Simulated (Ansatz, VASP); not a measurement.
# ZnCd3Te2: VASP beside Ansatz

The input INCAR:

```
SYSTEM = ZnCd3Te2
ALGO = Normal
EDIFF = 1E-7
ENCUT = 520
GGA = PE
ISIF = 2
ISMEAR = 0
LASPH = .TRUE.
LCHARG = .TRUE.
LELF = .TRUE.
LREAL = .FALSE.
LVHAR = .TRUE.
LWAVE = .FALSE.
NBANDS = 39
NELM = 100
PREC = Accurate
SIGMA = 0.1
```

KPOINTS

```
k-points
0
G
  3 3 4
  0 0 0
```

Contents of POSCAR:

```
ZnCd3Te2
1.0
    6.1970214000      0.0000000000      0.0000000000
   -3.0985107000      5.3667779600      0.0000000000
    0.0000000000      0.0000000000      4.3525991500
Zn Cd Te
1 3 2
Direct
    0.0000000000      0.0000000000      0.8888130200
    0.5000000000      0.5000000000      0.4595159900
    0.5000000000      0.0000000000      0.4595159900
    0.0000000000      0.5000000000      0.4595159900
    0.6666666700      0.3333333300      0.9631379800
    0.3333333300      0.6666666700      0.9631379800
```

Input for Ansatz:

```yaml
crystal:
  lattice:
    - [6.1970214, 0.0, 0.0]
    - [-3.0985107, 5.36677796, 0.0]
    - [0.0, 0.0, 4.35259915]
  atoms:
    - { symbol: Zn, position: [0.0, 0.0, 0.88881302] }
    - { symbol: Cd, position: [0.5, 0.5, 0.45951599] }
    - { symbol: Cd, position: [0.5, 0.0, 0.45951599] }
    - { symbol: Cd, position: [0.0, 0.5, 0.45951599] }
    - { symbol: Te, position: [0.66666667, 0.33333333, 0.96313798] }
    - { symbol: Te, position: [0.33333333, 0.66666667, 0.96313798] }
basis:
  ecutwfc: 420
kpoints:
  mp_grid: { grid: [3, 3, 4] }
hamiltonian:
  xc: pbe
scf:
  occupations: { method: gaussian, width: 0.1 }
  lower_state_search: "off"
output:
  forces: true
  stress: true
  eigenvalues: true
```

Change from the starting cell: species swapped into the ErCo3Ge2 type (P6mm, No. 183).

Alike in both runs: task single point; functional PBE; k mesh 3 × 3 × 4; occupations gaussian, width 0.1 eV; no spin polarisation.

```csv
,VASP,Ansatz
version,VASP 6.6.1,Ansatz 0.2.0
potentials or method,"VASP PAW PBE potentials, release 64 (Zn, Cd, Te), cutoff 520 eV","scalar-relativistic, plane waves, PAW"
valence electrons in the cell,60,104
```

```tsv
	VASP	Ansatz	Ansatz less VASP
gap on the k mesh at the Fermi level (eV)	none	none	-
pressure (GPa)	15.8	15.4	-0.35
traceless stress, the component that is largest in VASP (GPa)	2.20	2.01	-0.186
rms of the force components (eV/Å)	0.059	0.059	-0.0007
```

Atom by atom the forces differ by 0.001 eV/Å (rms over components). A gap of «none» marks a metal or a gap that the smearing closes. VASP's potentials hold 60 valence electrons a cell and Ansatz's 104, so a difference there can come from the potentials and not from the codes.

The k mesh is coarse, so the values compare programs but aren't converged. Spin-orbit coupling is off throughout.
